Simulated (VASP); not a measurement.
MgO, 4 atoms in the cell. The structure is hexagonal, space group P6_3/mmc (No. 194). The conventional cell has a = 3.611 Å, b = 3.611 Å, c = 4.195 Å, α = 90.00°, β = 90.00°, γ = 120.00°. Within 2.8 Å of Mg (site symmetry -6m2) lie 5 O at 2.08 to 2.10 Å. Within 2.8 Å of O (site symmetry -6m2) lie 5 Mg at 2.08 to 2.10 Å. 

```yaml
Program: VASP 6.6.1
Task: single point
Functional: PBEsol
Potentials_or_basis: VASP PAW PBE potentials, release 64 (Mg, O)
Cutoff: 520 eV
k_mesh: 9 × 9 × 6
Occupations: gaussian, width 0.05 eV
Spin: no spin polarisation
Dipole_correction: no
Further_INCAR_settings: ALGO = Normal; EDIFF = 1e-07; NBANDS = 16
```

Potentials or basis: VASP PAW PBE potentials, release 64 (Mg, O).

Launch:

```sh
$ cat potpaw_PBE.64/Mg/POTCAR potpaw_PBE.64/O/POTCAR > POTCAR
$ mpirun -np 1 vasp_std > vasp.out
```

Hardware: 1 thread of Intel Xeon 8259CL (shared host).

How long does it take, and how much memory?

Run time: 61 s on 1 thread of Intel Xeon 8259CL, with other jobs on the host, peak memory 0.18 GiB. Counts: scf iterations 14, k points 48.
